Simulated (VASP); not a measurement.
Input of a VASP 6.6.1 run:

INCAR

```
PREC = Accurate
ENCUT = 520
EDIFF = 1E-6
ISMEAR = -1
SIGMA = 0.05
LREAL = F
LASPH = T
NELM = 80
ALGO = Fast
ISIF = 2
LWAVE = F
LCHARG = F
GGA = PE
NBANDS = 38
```

The input KPOINTS:

```
Automatic mesh
0
Gamma
  6 6 4
```

File POSCAR:

```
Bi
1.0
    4.5633158640      0.0000000000      0.0000000000
    0.0000000000      4.4339873756      0.0000000000
   -0.3389107918      0.0000000000      6.3790138673
Bi
4
Direct
    0.2513749200      0.2500000000      0.7487333800
    0.7486250800      0.7500000000      0.2512666200
    0.2498876900      0.2500000000      0.2488803300
    0.7501123100      0.7500000000      0.7511196700
```

Potentials or basis: VASP PAW PBE potentials, release 64 (Bi_d).

The run is started by

```sh
$ cat potpaw_PBE.64/Bi_d/POTCAR > POTCAR
$ mpirun -np 1 vasp_std > vasp.out
```

Question: Predict the pressure.

Answer: 4.8 GPa.

Question: What does it give for the band gap on the k mesh?

Answer: Zero (bands 30 and 31 overlap by 0.39 eV).

Forces on the atoms (eV/Å):
```
Bi  -0.010  0.000 -0.001
Bi   0.010  0.000  0.001
Bi  -0.011  0.000 -0.003
Bi   0.011  0.000  0.003
```

Caveat: the cell stands under pressure; spin-orbit coupling is left out, which moves the levels of the heavy elements.
